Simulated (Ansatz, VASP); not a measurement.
One calculation of As, two programs

File POSCAR:

```
As
1.0
    3.5749013640      0.0000000000      0.0000000000
   -1.7874506820      3.0959553972      0.0000000000
    0.0000000000      0.0000000000     26.4156438000
As
2
Direct
    0.3333333333      0.6666666667      0.3206195636
    0.6666666667      0.3333333333      0.3724478490
```

Contents of INCAR.step1:

```
PREC = Accurate ; ENCUT = 520
EDIFF = 1E-5 ; ISMEAR = 0
SIGMA = 0.01 ; LREAL = False
LASPH = True ; NELM = 60
ALGO = Normal ; ISIF = 2
LWAVE = True ; LCHARG = False
LDIPOL = True ; IDIPOL = 3
DIPOL = 0.5 0.5 0.347 ; NBANDS = 12
GGA = PE
```

File INCAR.step2:

```
PREC = Accurate ; ENCUT = 520
EDIFF = 1E-7 ; ISMEAR = 0
SIGMA = 0.01 ; LREAL = False
LASPH = True ; NELM = 60
ALGO = Normal ; ISIF = 2
LWAVE = False ; LCHARG = False
LDIPOL = True ; IDIPOL = 3
DIPOL = 0.5 0.5 0.347 ; METAGGA = R2SCAN
LHFCALC = True ; AEXX = 0.1
LMIXTAU = True ; PRECFOCK = Normal
NBANDS = 12 ; ISTART = 1
```

Contents of KPOINTS:

```
Automatic mesh
0
Gamma
  6 6 1
```

Input for Ansatz:

```yaml
crystal:
  lattice:
    - [3.574901364, 0.0, 0.0]
    - [-1.787450682, 3.0959553972, 0.0]
    - [0.0, 0.0, 26.4156438]
  atoms:
    - { symbol: As, position: [0.3333333333, 0.6666666667, 0.3206195636] }
    - { symbol: As, position: [0.6666666667, 0.3333333333, 0.372447849] }
  periodic: [true, true, false]
kpoints:
  mp_grid: { grid: [6, 6, 1] }
  band_path:
    path:
      - [0.0, 0.0, 0.0]
      - [0.5, 0.0, 0.0]
      - [0.3333333333, 0.3333333333, 0.0]
      - [0.0, 0.3125, 0.0]
    npoints: 1
hamiltonian:
  xc: r2scanh
scf:
  occupations: { method: fixed }
  n_extra_bands: 4
output:
  forces: true
  stress: true
  eigenvalues: true
  write_density: true
  write_potential: true
  elf: true
  volumetric_format: npy
```

Alike in both runs: task single point; functional r2SCANh; k mesh 6 × 6 × 1; no spin polarisation.

|  | VASP | Ansatz |
| --- | --- | --- |
| version | VASP 6.6.1 | Ansatz 0.2.0 |
| potentials or method | VASP PAW PBE potentials, release 64 (As) | plane waves, PAW |
| plane-wave cutoff (eV) | 520 | 500 |
| occupations | gaussian, width 0.01 eV | fixed |
| valence electrons in the cell | 10 | 30 |

|  | VASP | Ansatz | Ansatz less VASP |
| --- | --- | --- | --- |
| gap on the k mesh at the Fermi level (eV) | 2.45 | 2.43 | -0.022 |
| rms of the force components (eV/Å) | 0.069 | 0.087 | +0.0177 |

VASP's potentials were made for PBE, not for r2SCANh. Atom by atom the forces differ by 0.018 eV/Å (rms over components). VASP's potentials hold 10 valence electrons a cell and Ansatz's 30, so a difference there can come from the potentials and not from the codes. Ansatz's warnings: stress exchange threshold loose, stress scf threshold loose, xc potential rough in thin density.
